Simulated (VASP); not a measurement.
# ScAl3 (P4mm) in VASP: single point with PBE

Aim: the single point of ScAl3 with PBE.

Everything below comes from runs of VASP 6.6.1. Logs are shortened: lines on timing, memory, paths and dates and some standing lists are left out, and cuts for length are marked.

## (1) The cell of the first run

It takes space group P4mm (No. 99, tetragonal). Conventional cell: a = 4.105 Å, b = 4.105 Å, c = 4.105 Å, α = 90.00°, β = 90.00°, γ = 90.00°. Within 3.8 Å of Sc (site symmetry 4mm) lie 12 Al at 2.89 to 2.91 Å. Within 3.8 Å of Al (site symmetry 2mm) lie 8 Al at 2.86 to 2.94 Å and 4 Sc at 2.89 to 2.91 Å. Within 3.8 Å of Al (site symmetry 4mm) lie 8 Al at 2.86 to 2.94 Å and 4 Sc at 2.90 Å.

## (2) Single point, PBE (atoms displaced along a vibrational mode)

Contents of INCAR:

```
PREC = Accurate
ENCUT = 520
EDIFF = 1E-6
ISMEAR = 0
SIGMA = 0.15
LREAL = False
LASPH = True
NELM = 80
ALGO = Fast
ISIF = 2
LWAVE = False
LCHARG = True
GGA = PE
LELF = True
LVHAR = True
NBANDS = 30
```

Contents of KPOINTS:

```
Automatic mesh
0
Gamma
  10 10 10
```

Contents of POSCAR:

```
ScAl3
1.0
   -4.1053305959      0.0000000000     -4.1053305959
    0.0000000000     -4.1053305959     -4.1053305959
   -4.1053305959     -4.1053305959      0.0000000000
Sc Al
2 6
Direct
    0.5026902402      0.4973097598      0.5026902402
    1.0026902402     -0.0026902402      1.0026902402
    0.5008036192     -0.0008036192      0.0008036192
    0.0008036192      0.4991963808      0.5008036192
    0.4939103564      0.0060896436      0.4939103564
   -0.0060896436      0.5060896436     -0.0060896436
    0.0008036192     -0.0008036192      0.5008036192
    0.5008036192      0.4991963808      0.0008036192
```

Potentials or basis: VASP PAW PBE potentials, release 64 (Sc_sv, Al).

Run with:

```
$ cat potpaw_PBE.64/Sc_sv/POTCAR potpaw_PBE.64/Al/POTCAR > POTCAR
$ mpirun -np 1 vasp_std > vasp.out
```

OUTCAR:

```text
PREC = Accurate
   ENCUT = 520
   EDIFF = 1E-6
   ISMEAR = 0
   LREAL = False
   LASPH = True
   NELM = 80
   ISIF = 2
   GGA = PE

 ion  position               nearest neighbor table
   1  0.503  0.497  0.503-   3 2.89   4 2.89   7 2.89   8 2.89   5 2.90   5 2.90   6 2.90   6 2.90
                             8 2.91   7 2.91   4 2.91   3 2.91
   2  0.003  0.997  0.003-   3 2.89   4 2.89   7 2.89   8 2.89   6 2.90   6 2.90   5 2.90   5 2.90
                             7 2.91   8 2.91   3 2.91   4 2.91
   3  0.501  0.999  0.001-   5 2.86   6 2.86   1 2.89   2 2.89   8 2.90   7 2.90   8 2.90   7 2.90
                             2 2.91   1 2.91   6 2.94   5 2.94
   4  0.001  0.499  0.501-   5 2.86   6 2.86   1 2.89   2 2.89   7 2.90   8 2.90   7 2.90   8 2.90
                             1 2.91   2 2.91   5 2.94   6 2.94
   5  0.494  0.006  0.494-   3 2.86   4 2.86   7 2.86   8 2.86   2 2.90   1 2.90   2 2.90   1 2.90
                             4 2.94   7 2.94   8 2.94   3 2.94
   6  0.994  0.506  0.994-   3 2.86   4 2.86   7 2.86   8 2.86   1 2.90   2 2.90   1 2.90   2 2.90
                             3 2.94   8 2.94   7 2.94   4 2.94
   7  0.001  0.999  0.501-   5 2.86   6 2.86   1 2.89   2 2.89   4 2.90   3 2.90   4 2.90   3 2.90
                             1 2.91   2 2.91   6 2.94   5 2.94
   8  0.501  0.499  0.001-   5 2.86   6 2.86   1 2.89   2 2.89   3 2.90   4 2.90   3 2.90   4 2.90
                             2 2.91   1 2.91   5 2.94   6 2.94

  LATTYP: Found a face centered cubic cell.
 ALAT       =     8.2106611918

  Lattice vectors:

 A1 = (  -4.1053305959,   0.0000000000,  -4.1053305959)
 A2 = (   0.0000000000,  -4.1053305959,  -4.1053305959)
 A3 = (  -4.1053305959,  -4.1053305959,   0.0000000000)

Analysis of symmetry for initial positions (statically):
=====================================================================
 Subroutine PRICEL returns following result:

  LATTYP: Found a simple cubic cell.
 ALAT       =     4.1053305959

  Lattice vectors:

 A1 = (   0.0000000000,   4.1053305959,   0.0000000000)
 A2 = (   0.0000000000,   0.0000000000,  -4.1053305959)
 A3 = (  -4.1053305959,   0.0000000000,   0.0000000000)

   2 primitive cells build up your supercell.

 Routine SETGRP: Setting up the symmetry group for a
 face centered cubic supercell.

 Subroutine GETGRP returns: Found  8 space group operations
 (whereof  8 operations were pure point group operations)
 out of a pool of 48 trial point group operations.

The static configuration has the point symmetry C_4v.

[... 127 lines left out ...]
   LREAL  =      F    real-space projection
   EDIFFG = 0.1E-04   stopping-criterion for IOM
   NSW    =      0    number of steps for IOM
   IBRION =     -1    ionic relax: 0-MD 1-quasi-New 2-CG
   NFREE  =      0    steps in history (QN), initial steepest desc. (CG)
   ISIF   =      2    stress and relaxation
   ISYM   =      2    0-nonsym 1-usesym 2-fastsym
   POTIM  = 0.5000    time-step for ionic-motion
   TEBEG  =    0.0;   TEEND  =   0.0 temperature during run
   PSTRESS=    0.0 pullay stress
   NELECT =      40.0000    total number of electrons
   NUPDOWN=      -1.0000    fix difference up-down
   EMIN   =  10.00;   EMAX   =-10.00  energy-range for DOS
   EFERMI =   0.00;   METHOD = LEGACY
   ISMEAR =     0;   SIGMA  =   0.15  broadening in eV -4-tet -1-fermi 0-gaus
   EFERMI_NEDOS =   21; number of points for ismear=-14 and -15
   IALGO  =     68    algorithm
   IMIX   =      4    mixing-type and parameters
     AMIX     =   0.40;   BMIX     =  1.00
     AMIX_MAG =   1.60;   BMIX_MAG =  1.00
  volume/ion in A,a.u.               =      17.30       116.73
  Fermi-wavevector in a.u.,A,eV,Ry     =   1.082439  2.045513 15.941590  1.171674
  Thomas-Fermi vector in A             =   2.218480
   LORBIT       =      0    0 simple, 1 ext, 2 COOP (PROOUT), +10 PAW based schemes
   GGA     = PE    functional components
   LHFCALC =     F    Hartree Fock is set to
   AEXX    =    0.0000 exact exchange contribution
   IVDW    =     0    specifies the selected vdW correction
   LEPSILON=     F    determine dielectric tensor
   LRPA    =     F    only Hartree local field effects (RPA)
 non-spin polarized calculation
 RMM-DIIS sequential band-by-band and
 Gauss-broadening in eV      SIGMA  =   0.15
  energy-cutoff  :      520.00
  volume of cell :      138.38
 maximum number of plane-waves:      3750
 NGX is ok and might be reduce to    48
   NGX = 21   NGY = 21   NGZ = 21

 number of electron      40.0000001 magnetization

 Free energy of the ion-electron system (eV)
  ---------------------------------------------------
  ext. energy  EPLUGINS =         0.00000000
  ---------------------------------------------------
  free energy    TOTEN  =       -38.59290327 eV

  energy without entropy =      -38.56337747  energy(sigma->0) =      -38.57814037

 E-fermi :   7.1797     XC(G=0): -10.3668

 val. band max:        7.1234598778   @ k =   0.4000   0.0000  -0.4000
 cond. band min:       7.1881506630   @ k =   0.3000   0.3000   0.0000
 fundamental gap:      0.0646907852
 Fermi energy:         7.1796779744

 k-point     1 :       0.0000    0.0000    0.0000
  band No.  band energies     occupation
      1     -41.8597      2.00000
      2     -41.8562      2.00000
      3     -20.5804      2.00000
      4     -20.5802      2.00000
      5     -20.5802      2.00000
      6     -20.5583      2.00000
[... 781 lines left out ...]
     29      11.0007      0.00000
     30      11.4738      0.00000

 [... further k-points ...]
[... 5 lines left out ...]
  --------------------------------------------------------------------------------------
  -------------------------------------------------------------------------------------
  Total        0.1073879      0.0747248      0.0747248      0.0000000      0.0000000      0.0000000
  in kB        1.2433451      0.8651690      0.8651690      0.0000000      0.0000000      0.0000000
  external PRESSURE =       0.9912277 kB  Pullay stress =       0.0000000 kB

 VOLUME and BASIS-vectors are now :
 -----------------------------------------------------------------------------
  energy-cutoff  :      520.00
  volume of cell :      138.38
      direct lattice vectors                 reciprocal lattice vectors
    -4.105330596  0.000000000 -4.105330596    -0.121792871  0.121792871 -0.121792871
     0.000000000 -4.105330596 -4.105330596     0.121792871 -0.121792871 -0.121792871
    -4.105330596 -4.105330596  0.000000000    -0.121792871 -0.121792871  0.121792871

 POSITION                                       TOTAL-FORCE (eV/Angst)
 -----------------------------------------------------------------------------------
     -4.12742     -4.10533     -4.10533         0.198060      0.000000      0.000000
     -0.02209     -4.10533     -4.10533         0.198060      0.000000      0.000000
     -2.05926     -4.10533     -6.15800         0.035435      0.000000      0.000000
     -2.05926     -4.10533     -2.05267         0.035435      0.000000      0.000000
     -4.05533     -2.05267     -2.05267        -0.268930      0.000000      0.000000
     -8.16066     -6.15800     -6.15800        -0.268930      0.000000      0.000000
     -2.05926     -6.15800     -4.10533         0.035435      0.000000      0.000000
     -2.05926     -2.05267     -4.10533         0.035435      0.000000      0.000000
 -----------------------------------------------------------------------------------
    total drift:                               -0.000294      0.000001      0.000001

  FREE ENERGIE OF THE ION-ELECTRON SYSTEM (eV)
  ---------------------------------------------------
  free  energy   TOTEN  =       -38.5929032737 eV

  energy  without entropy=      -38.5633774685  energy(sigma->0) =      -38.57814037
```

OSZICAR:

```text
N       E                     dE             d eps       ncg     rms          rms(c)
DAV:   1     0.357697355661E+03    0.35770E+03   -0.16009E+04  6168   0.121E+03
DAV:   2    -0.115434158000E+02   -0.36924E+03   -0.36222E+03  6776   0.423E+02
[... 13 lines left out ...]
RMM:  16    -0.385928991668E+02   -0.31238E-04   -0.64488E-04  9178   0.971E-02    0.114E-02
RMM:  17    -0.385929045201E+02   -0.53533E-05   -0.75711E-05  8762   0.480E-02    0.109E-02
RMM:  18    -0.385929112220E+02   -0.67019E-05   -0.32670E-05  8034   0.295E-02    0.260E-02
RMM:  19    -0.385929041145E+02    0.71076E-05   -0.79942E-06  7205   0.270E-02    0.162E-02
RMM:  20    -0.385929028299E+02    0.12846E-05   -0.18488E-05  7550   0.216E-02    0.390E-03
RMM:  21    -0.385929032737E+02   -0.44383E-06   -0.15053E-06  5798   0.124E-02
   1 F= -.38592903E+02 E0= -.38578140E+02  d E =-.295258E-01
```

Wall time 20 min (1 thread of Intel Xeon Platinum 8375C at 2.90GHz (Ice Lake), shared host); peak memory 0.55 GiB.

What came out:

```yaml
Free_energy: -38.5929 eV
Pressure: 0.1 GPa
Largest_force: 0.269 eV/Å
Band_gap_on_the_k_mesh: zero (bands 20 and 21 overlap by 2.60 eV)
```

Forces on the atoms (eV/Å):
```
Sc   0.198  0.000  0.000
Sc   0.198  0.000  0.000
Al   0.035  0.000  0.000
Al   0.035  0.000  0.000
Al  -0.269  0.000  0.000
Al  -0.269  0.000  0.000
Al   0.035  0.000  0.000
Al   0.035  0.000  0.000
```

Caveat: the cell differs from its parent crystal (atoms displaced along a vibrational mode).

The gap in the log of VASP goes by the Fermi energy; the results here count the filled bands.